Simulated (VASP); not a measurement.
# Ir in VASP: further runs, part 2 of 3

VASP 6.6.1. The steps go on from the part before.

## 3. Single point, PBEsol (the cell strained at random)

The input, INCAR:

```
PREC = Accurate
ENCUT = 520
EDIFF = 1E-7
ISMEAR = 0
SIGMA = 0.1
LREAL = False
LASPH = True
NELM = 60
ALGO = Fast
ISIF = 2
LWAVE = False
LCHARG = False
GGA = PS
NBANDS = 10
```

The input, KPOINTS:

```
Automatic mesh
0
Gamma
  16 16 16
```

The input, POSCAR:

```
Ir
1.0
   -0.0144553410      1.9807464600      2.0092348080
    1.9744882380     -0.0088114230      2.0035908900
    1.9735859790      1.9742002830     -0.0079091640
Ir
1
Direct
    0.0000000000      0.0000000000      0.0000000000
```

Potentials or basis: VASP PAW PBE potentials, release 64 (Ir).

The run is started by

```sh
$ cat potpaw_PBE.64/Ir/POTCAR > POTCAR
$ mpirun -np 1 vasp_std > vasp.out
```

OUTCAR:

```text
PREC = Accurate
   ENCUT = 520
   EDIFF = 1E-7
   ISMEAR = 0
   LREAL = False
   LASPH = True
   NELM = 60
   ISIF = 2
   GGA = PS

 ion  position               nearest neighbor table
   1  0.000  0.000  0.000-

  LATTYP: Found a triclinic cell.
 ALAT       =     2.8214517556
 B/A-ratio  =     0.9970863589
 C/A-ratio  =     0.9893905395
 COS(alpha) =     0.0003043271
 COS(beta)  =     0.4908462400
 COS(gamma) =     0.5015373675

  Lattice vectors:

 A1 = (   0.0144553410,  -1.9807464600,  -2.0092348080)
 A2 = (   1.9889435790,  -1.9895578830,  -0.0056439180)
 A3 = (  -1.9735859790,  -1.9742002830,   0.0079091640)

Analysis of symmetry for initial positions (statically):
=====================================================================
 Subroutine PRICEL returns:
 Original cell was already a primitive cell.

 Routine SETGRP: Setting up the symmetry group for a
 triclinic supercell.

 Subroutine GETGRP returns: Found  2 space group operations
 (whereof  2 operations were pure point group operations)
 out of a pool of  2 trial point group operations.

The static configuration has the point symmetry S_2 .

[... 159 lines left out ...]

 E-fermi :   8.4281     XC(G=0): -13.4637

 val. band max:        8.4259025080   @ k =  -0.3750  -0.3750   0.1250
 cond. band min:       8.4292289640   @ k =   0.3125   0.1250   0.3125
 fundamental gap:      0.0033264561
 Fermi energy:         8.4280663904

 k-point     1 :       0.0000    0.0000    0.0000
  band No.  band energies     occupation
      1      -1.6037      2.00000
      2       5.0216      2.00000
      3       5.1521      2.00000
      4       5.2577      2.00000
      5       7.3172      2.00000
      6       7.5306      2.00000
      7      22.9178      0.00000
      8      27.5726      0.00000
      9      27.8653      0.00000
     10      28.1182      0.00000
[... 287 lines left out ...]
 k-point    24 :      -0.1250    0.0625   -0.0000
  band No.  band energies     occupation
      1      -0.6698      2.00000
      2       4.6959      2.00000
      3       5.3843      2.00000
      4       5.5950      2.00000
      5       7.1469      2.00000
      6       7.4717      2.00000
      7      24.2330      0.00000
      8      24.6229      0.00000
      9      28.0275      0.00000
     10      30.0791      0.00000

 [... further k-points ...]
[... 5 lines left out ...]
  --------------------------------------------------------------------------------------
  -------------------------------------------------------------------------------------
  Total       -3.1033335     -3.1137820     -3.4960625      0.1327242      0.0189161      0.1074678
  in kB     -314.9383850   -315.9987411   -354.7940544     13.4693684      1.9196840     10.9062521
  external PRESSURE =    -328.5770602 kB  Pullay stress =       0.0000000 kB

 VOLUME and BASIS-vectors are now :
 -----------------------------------------------------------------------------
  energy-cutoff  :      520.00
  volume of cell :       15.79
      direct lattice vectors                 reciprocal lattice vectors
    -0.014455341  1.980746460  2.009234808    -0.250541211  0.251456836  0.248007899
     1.974488238 -0.008811423  2.003590890     0.252243695 -0.251165965  0.249419512
     1.973585979  1.974200283 -0.007909164     0.252497808  0.253122562 -0.247717028

 POSITION                                       TOTAL-FORCE (eV/Angst)
 -----------------------------------------------------------------------------------
      0.00000      0.00000      0.00000         0.000000      0.000000     -0.000000
 -----------------------------------------------------------------------------------
    total drift:                               -0.000000      0.000000      0.000000

  FREE ENERGIE OF THE ION-ELECTRON SYSTEM (eV)
  ---------------------------------------------------
  free  energy   TOTEN  =        -9.6151877695 eV

  energy  without entropy=       -9.6077963999  energy(sigma->0) =       -9.61149208
```

OSZICAR:

```text
N       E                     dE             d eps       ncg     rms          rms(c)
DAV:   1     0.460813329928E+02    0.46081E+02   -0.42860E+03 41464   0.805E+02
DAV:   2    -0.935729045137E+01   -0.55439E+02   -0.52407E+02 41922   0.190E+02
DAV:   3    -0.102954305779E+02   -0.93814E+00   -0.93250E+00 48220   0.303E+01
DAV:   4    -0.103037937495E+02   -0.83632E-02   -0.83612E-02 45880   0.265E+00
DAV:   5    -0.103039654447E+02   -0.17170E-03   -0.17169E-03 46336   0.369E-01    0.118E+01
RMM:   6    -0.969209913964E+01    0.61187E+00   -0.61413E-01 42016   0.948E+00    0.412E+00
RMM:   7    -0.961931745284E+01    0.72782E-01   -0.19716E-01 42949   0.362E+00    0.163E+00
RMM:   8    -0.961880219378E+01    0.51526E-03   -0.19120E-02 49237   0.181E+00    0.121E+00
RMM:   9    -0.961641273433E+01    0.23895E-02   -0.39896E-03 48523   0.502E-01    0.586E-01
RMM:  10    -0.961515519009E+01    0.12575E-02   -0.29947E-03 43498   0.785E-01    0.792E-02
RMM:  11    -0.961519815999E+01   -0.42970E-04   -0.21771E-04 51649   0.135E-01    0.720E-02
RMM:  12    -0.961520479378E+01   -0.66338E-05   -0.36965E-05 51693   0.441E-02    0.784E-02
RMM:  13    -0.961518873427E+01    0.16060E-04   -0.22150E-05 44557   0.530E-02    0.226E-02
RMM:  14    -0.961518788534E+01    0.84894E-06   -0.11023E-05 46108   0.302E-02    0.887E-03
RMM:  15    -0.961518821814E+01   -0.33280E-06   -0.20142E-06 50057   0.134E-02    0.114E-02
RMM:  16    -0.961518810069E+01    0.11745E-06   -0.21334E-07 35188   0.391E-03    0.941E-03
RMM:  17    -0.961518786890E+01    0.23179E-06   -0.11222E-07 24743   0.416E-03    0.540E-03
RMM:  18    -0.961518776950E+01    0.99402E-07   -0.12291E-07 24135   0.365E-03
   1 F= -.96151878E+01 E0= -.96114921E+01  d E =-.739137E-02
```

Wall time 5.2 min (1 thread of Intel Xeon 6975P-C, shared host); peak memory 0.46 GiB.

Results:

```yaml
Free_energy: -9.6152 eV
Pressure: -32.9 GPa
```

Caveat: the cell differs from its parent crystal (the cell strained at random); the PAW data sets were made with another functional, which shifts forces and pressure a little; spin-orbit coupling is left out, which moves the levels of the heavy elements.

## 4. Single point, PBEsol (the cell strained at random)

The input, INCAR:

```
ALGO     = Fast           # electronic algorithm
EDIFF    = 1E-6           # SCF threshold, eV
ENCUT    = 520            # plane-wave cutoff, eV
GGA      = PS             # functional
ISIF     = 2              # what is computed and relaxed
ISMEAR   = 0              # smearing method
LASPH    = True           # aspherical terms in the spheres
LCHARG   = False          # write CHGCAR
LREAL    = False          # projectors in reciprocal space
LWAVE    = False          # write WAVECAR
NBANDS   = 10             # bands
NELM     = 80             # most SCF steps
PREC     = Accurate       # precision mode
SIGMA    = 0.1            # smearing width, eV
```

The input, KPOINTS:

```
k-points
0
Gamma
  16 16 16
```

The input, POSCAR:

```
Ir
1.0
    0.0032826870      2.0576880360      2.0530807560
    1.9369964970      0.0352840860      2.0210793570
    1.9468445580      2.0355346980      0.0254360250
Ir
1
Direct
    0.0000000000      0.0000000000      0.0000000000
```

The run is started by

```sh
$ cat potpaw_PBE.64/Ir/POTCAR > POTCAR
$ mpirun -np 1 vasp_std > vasp.out
```

It took 5.1 min on 1 thread of Intel Xeon 6975P-C, shared host; peak memory 0.45 GiB.

It converged, with:

| Item | Value |
| --- | --- |
| Free energy | -9.5648 eV |
| Pressure | -34.4 GPa |

Stress tensor (GPa, compression positive):
```
-27.29  -1.14   0.61
 -1.14 -38.23  -3.68
  0.61  -3.68 -37.67
```

Levels at points of the mesh, in eV from the Fermi level:
```tsv
k point	band 1	band 2	band 3	band 4	band 5	band 6	band 7	band 8
(0.00, 0.00, 0.00)	-9.93	-3.55	-3.20	-2.92	-1.29	-0.68	14.52	18.59
(0.50, 0.00, 0.00)	-6.97	-3.38	-3.15	-0.57	0.43	0.93	5.99	14.09
(0.00, 0.50, 0.00)	-6.89	-3.71	-2.94	-0.30	0.73	0.85	6.38	13.78
(0.50, 0.50, 0.00)	-6.66	-6.11	0.64	1.00	1.39	1.47	8.66	11.18
(0.00, 0.00, 0.50)	-6.91	-3.75	-2.86	-0.39	0.73	0.79	6.24	13.86
(0.50, 0.00, 0.50)	-6.67	-6.11	0.65	1.01	1.38	1.43	8.60	11.25
(0.00, 0.50, 0.50)	-6.59	-6.16	0.69	1.20	1.25	2.29	9.67	10.12
(0.50, 0.50, 0.50)	-6.98	-3.38	-3.14	-0.59	0.44	0.91	5.94	14.12
```

Caveat: the cell differs from its parent crystal (the cell strained at random); the PAW data sets were made with another functional, which shifts forces and pressure a little; spin-orbit coupling is left out, which moves the levels of the heavy elements.

## 5. Single point, PBEsol

This run uses another cell than the first one, of 14.05 Å³/atom, 0.879 times its volume.

The input, INCAR:

```
SYSTEM = Ir
  PREC = Accurate
  ENCUT = 520
  EDIFF = 1E-6
  ISMEAR = 0
  SIGMA = 0.1
  LREAL = .False.
  LASPH = .True.
  NELM = 80
  ALGO = Normal
  ISIF = 2
  LWAVE = .False.
  LCHARG = .False.
  GGA = PS
  ISYM = 0
  NBANDS = 10
```

The input, KPOINTS:

```
Automatic mesh
0
Gamma
  13 13 18
  0 0 0
```

The input, POSCAR:

```
Ir
1.0
    2.7083818992      0.0000000000      0.0000000000
    0.0000000000      2.7083818992      0.0000000000
    1.3541909496      1.3541909496      1.9151152069
Ir
1
Direct
    0.0000000000      0.0000000000      0.0000000000
```

Potentials or basis: VASP PAW PBE potentials, release 64 (Ir).

The run is started by

```sh
$ cat potpaw_PBE.64/Ir/POTCAR > POTCAR
$ mpirun -np 1 vasp_std > vasp.out
```

OUTCAR:

```text
SYSTEM = Ir
   PREC = Accurate
   ENCUT = 520
   EDIFF = 1E-6
   ISMEAR = 0
   LREAL = .False.
   LASPH = .True.
   NELM = 80
   ISIF = 2
   GGA = PS
   ISYM = 0

 ion  position               nearest neighbor table
   1  0.000  0.000  0.000-

IMPORTANT INFORMATION: All symmetrisations will be switched off!
NOSYMM: (Re-)initialisation of all symmetry stuff for point group C_1.

----------------------------------------------------------------------------------------

                                     Primitive cell

  volume of cell :      14.0480

  direct lattice vectors                    reciprocal lattice vectors
     2.708381899  0.000000000  0.000000000     0.369224148  0.000000000 -0.261080899
     0.000000000  2.708381899  0.000000000     0.000000000  0.369224148 -0.261080899
     1.354190950  1.354190950  1.915115207     0.000000000  0.000000000  0.522161798

  length of vectors
     2.708381899  2.708381899  2.708381899     0.452205382  0.452205382  0.522161798

  position of ions in fractional coordinates (direct lattice)
     0.000000000  0.000000000  0.000000000

  ion indices of the primitive-cell ions
   primitive index   ion index
                 1           1

----------------------------------------------------------------------------------------

 KPOINTS: Automatic mesh

Automatic generation of k-mesh.
 Grid dimensions read from file:
 generate k-points for:   13   13   18

 Generating k-lattice:

  Cartesian coordinates                     Fractional coordinates (reciprocal lattice)
     0.028401858  0.000000000 -0.020083146     0.076923077  0.000000000 -0.000000000
     0.000000000  0.028401858 -0.020083146     0.000000000  0.076923077 -0.000000000
     0.000000000  0.000000000  0.029008989     0.000000000  0.000000000  0.055555556

  Length of vectors
     0.034785029  0.034785029  0.029008989

  Shift w.r.t. Gamma in fractional coordinates (k-lattice)
     0.000000000  0.000000000  0.000000000

 -----------------------------------------------------------------------------
|                                                                             |
|           W    W    AA    RRRRR   N    N  II  N    N   GGGG   !!!           |
|           W    W   A  A   R    R  NN   N  II  NN   N  G    G  !!!           |
|           W    W  A    A  R    R  N N  N  II  N N  N  G       !!!           |
|           W WW W  AAAAAA  RRRRR   N  N N  II  N  N N  G  GGG   !            |
|           WW  WW  A    A  R   R   N   NN  II  N   NN  G    G                |
|           W    W  A    A  R    R  N    N  II  N    N   GGGG   !!!           |
|                                                                             |
|     Your reciprocal lattice and k-lattice belong to different lattice       |
|     classes:                                                                |
|                                                                             |
|        The reciprocal lattice is body-centered cubic,                       |
|        whereas your k-lattice is base-centered monoclinic.                  |
|                                                                             |
|     Results are often still useful ...                                      |
|                                                                             |
 -----------------------------------------------------------------------------

 WARNING: IBZKPT: internal override: KBLOWUP is changed to .FALSE.
      ... skipping the blow-up phase ...

 Subroutine IBZKPT returns following result:
 ===========================================

 Found   1522 irreducible k-points:

 Following reciprocal coordinates:
            Coordinates               Weight
  0.000000  0.000000  0.000000      1.000000
  0.076923  0.000000  0.000000      2.000000
  0.153846  0.000000  0.000000      2.000000
  0.230769  0.000000  0.000000      2.000000
  0.307692  0.000000  0.000000      2.000000
  0.384615  0.000000  0.000000      2.000000
[... 16 lines left out ...]
  0.153846  0.153846  0.000000      2.000000
  0.230769  0.153846  0.000000      2.000000
 [... further k-points ...]
   k-points           NKPTS =   1522   k-points in BZ     NKDIM =   1522   number of bands    NBANDS=     10
   number of dos      NEDOS =    301   number of ions     NIONS =      1
   total plane-waves  NPLWV =   8000
   dimension x,y,z NGX =    20 NGY =   20 NGZ =   20
   dimension x,y,z NGXF=    40 NGYF=   40 NGZF=   40
   ions per type =               1
   NGX,Y,Z   is equivalent  to a cutoff of  12.28, 12.28, 12.28 a.u.
   NGXF,Y,Z  is equivalent  to a cutoff of  24.55, 24.55, 24.55 a.u.
 SYSTEM =  Ir
   PREC   = accura    normal or accurate (medium, high low for compatibility)
   ISTART =      0    job   : 0-new  1-cont  2-samecut
   ICHARG =      2    charge: 1-file 2-atom 10-const
   ISPIN  =      1    spin polarized calculation?
   LNONCOLLINEAR =      F non collinear calculations
   LSORBIT =      F    spin-orbit coupling
   LASPH  =      T    aspherical Exc in radial PAW
   ENCUT  =  520.0 eV  38.22 Ry    6.18 a.u.   5.04  5.04  5.04*2*pi/ulx,y,z
   NELM   =     80;   NELMIN=  2; NELMDL= -5     # of ELM steps
   EDIFF  = 0.1E-05   stopping-criterion for ELM
   LREAL  =      F    real-space projection
   EDIFFG = 0.1E-04   stopping-criterion for IOM
   NSW    =      0    number of steps for IOM
   IBRION =     -1    ionic relax: 0-MD 1-quasi-New 2-CG
   NFREE  =      0    steps in history (QN), initial steepest desc. (CG)
   ISIF   =      2    stress and relaxation
   ISYM   =      0    0-nonsym 1-usesym 2-fastsym
   POTIM  = 0.5000    time-step for ionic-motion
   TEBEG  =    0.0;   TEEND  =   0.0 temperature during run
   PSTRESS=    0.0 pullay stress
   NELECT =       9.0000    total number of electrons
   NUPDOWN=      -1.0000    fix difference up-down
   EMIN   =  10.00;   EMAX   =-10.00  energy-range for DOS
   EFERMI =   0.00;   METHOD = LEGACY
   ISMEAR =     0;   SIGMA  =   0.10  broadening in eV -4-tet -1-fermi 0-gaus
   EFERMI_NEDOS =   21; number of points for ismear=-14 and -15
   IALGO  =     38    algorithm
   IMIX   =      4    mixing-type and parameters
     AMIX     =   0.40;   BMIX     =  1.00
     AMIX_MAG =   1.60;   BMIX_MAG =  1.00
  volume/ion in A,a.u.               =      14.05        94.80
  Fermi-wavevector in a.u.,A,eV,Ry     =   1.411294  2.666959 27.099406  1.991750
  Thomas-Fermi vector in A             =   2.533160
   LORBIT       =      0    0 simple, 1 ext, 2 COOP (PROOUT), +10 PAW based schemes
   GGA     = PS    functional components
   LHFCALC =     F    Hartree Fock is set to
   AEXX    =    0.0000 exact exchange contribution
   IVDW    =     0    specifies the selected vdW correction
   LEPSILON=     F    determine dielectric tensor
   LRPA    =     F    only Hartree local field effects (RPA)
 non-spin polarized calculation
 Gauss-broadening in eV      SIGMA  =   0.10
  energy-cutoff  :      520.00
  volume of cell :       14.05
 maximum number of plane-waves:       388
   NGX =  9   NGY =  9   NGZ =  9

 number of electron       9.0000000 magnetization

 Free energy of the ion-electron system (eV)
  ---------------------------------------------------
  ext. energy  EPLUGINS =         0.00000000
  ---------------------------------------------------
  free energy    TOTEN  =        -9.82103266 eV

  energy without entropy =       -9.81637355  energy(sigma->0) =       -9.81870311

 E-fermi :  10.3659     XC(G=0): -14.1429

 val. band max:       10.3653900353   @ k =   0.0769  -0.3846   0.3889
 cond. band min:      10.3677389138   @ k =   0.2308   0.3077   0.2778
 fundamental gap:      0.0023488785
 Fermi energy:        10.3658966152

 k-point     1 :       0.0000    0.0000    0.0000
  band No.  band energies     occupation
      1      -0.8983      2.00000
      2       6.4187      2.00000
      3       6.4245      2.00000
      4       6.4253      2.00000
      5       9.1668      2.00000
      6       9.1736      2.00000
      7      24.6727      0.00000
      8      30.2877      0.00000
      9      30.2886      0.00000
     10      30.2937      0.00000
[... 287 lines left out ...]
 k-point    24 :       0.2308    0.1538    0.0000
  band No.  band energies     occupation
      1       2.5413      2.00000
      2       5.3777      2.00000
      3       6.4917      2.00000
      4       7.4936      2.00000
      5       8.4927      2.00000
      6      11.3337      0.00000
      7      23.7300      0.00000
      8      27.4181      0.00000
      9      29.3660      0.00000
     10      31.8250      0.00000

 [... further k-points ...]
[... 5 lines left out ...]
  --------------------------------------------------------------------------------------
  -------------------------------------------------------------------------------------
  Total        0.0769442      0.0769409      0.1215793     -0.0060806     -0.0076080     -0.0076121
  in kB        8.7754959      8.7751252     13.8661375     -0.6934947     -0.8676946     -0.8681653
  external PRESSURE =      10.4722529 kB  Pullay stress =       0.0000000 kB

 VOLUME and BASIS-vectors are now :
 -----------------------------------------------------------------------------
  energy-cutoff  :      520.00
  volume of cell :       14.05
      direct lattice vectors                 reciprocal lattice vectors
     2.708381899  0.000000000  0.000000000     0.369224148  0.000000000 -0.261080899
     0.000000000  2.708381899  0.000000000     0.000000000  0.369224148 -0.261080899
     1.354190950  1.354190950  1.915115207     0.000000000  0.000000000  0.522161798

 POSITION                                       TOTAL-FORCE (eV/Angst)
 -----------------------------------------------------------------------------------
      0.00000      0.00000      0.00000         0.000000     -0.000000     -0.000000
 -----------------------------------------------------------------------------------
    total drift:                                0.000000     -0.000000     -0.000000

  FREE ENERGIE OF THE ION-ELECTRON SYSTEM (eV)
  ---------------------------------------------------
  free  energy   TOTEN  =        -9.8210326581 eV

  energy  without entropy=       -9.8163735529  energy(sigma->0) =       -9.81870311
```

OSZICAR:

```text
N       E                     dE             d eps       ncg     rms          rms(c)
DAV:   1     0.464483786599E+02    0.46448E+02   -0.43723E+03 30760   0.819E+02
DAV:   2    -0.955926081327E+01   -0.56008E+02   -0.53074E+02 31168   0.196E+02
DAV:   3    -0.104419588529E+02   -0.88270E+00   -0.87907E+00 35452   0.298E+01
DAV:   4    -0.104499578238E+02   -0.79990E-02   -0.79975E-02 34412   0.263E+00
DAV:   5    -0.104501166275E+02   -0.15880E-03   -0.15880E-03 34826   0.356E-01    0.161E+01
DAV:   6    -0.992425384970E+01    0.52586E+00   -0.92131E-01 34128   0.117E+01    0.637E+00
DAV:   7    -0.982818715323E+01    0.96067E-01   -0.28171E-01 36166   0.588E+00    0.146E+00
DAV:   8    -0.982570022181E+01    0.24869E-02   -0.20016E-03 32730   0.450E-01    0.115E+00
DAV:   9    -0.982103801896E+01    0.46622E-02   -0.23845E-03 33594   0.705E-01    0.296E-02
DAV:  10    -0.982103078321E+01    0.72357E-05   -0.13583E-05 44166   0.378E-02    0.166E-02
DAV:  11    -0.982103262837E+01   -0.18452E-05   -0.11287E-06 29162   0.665E-03    0.155E-03
DAV:  12    -0.982103265806E+01   -0.29687E-07   -0.26945E-08 16138   0.182E-03
   1 F= -.98210327E+01 E0= -.98187031E+01  d E =-.465911E-02
```

It took 2.9 min on 1 thread of Intel Xeon Platinum 8259CL at 2.50GHz (Skylake/Cascade Lake), shared host; peak memory 0.32 GiB.

What came out:

```yaml
Free_energy: -9.8210 eV
Pressure: 1.0 GPa
```

Caveat: the PAW data sets were made with another functional, which shifts forces and pressure a little; spin-orbit coupling is left out, which moves the levels of the heavy elements.

(Continued in part 3 of 3.)
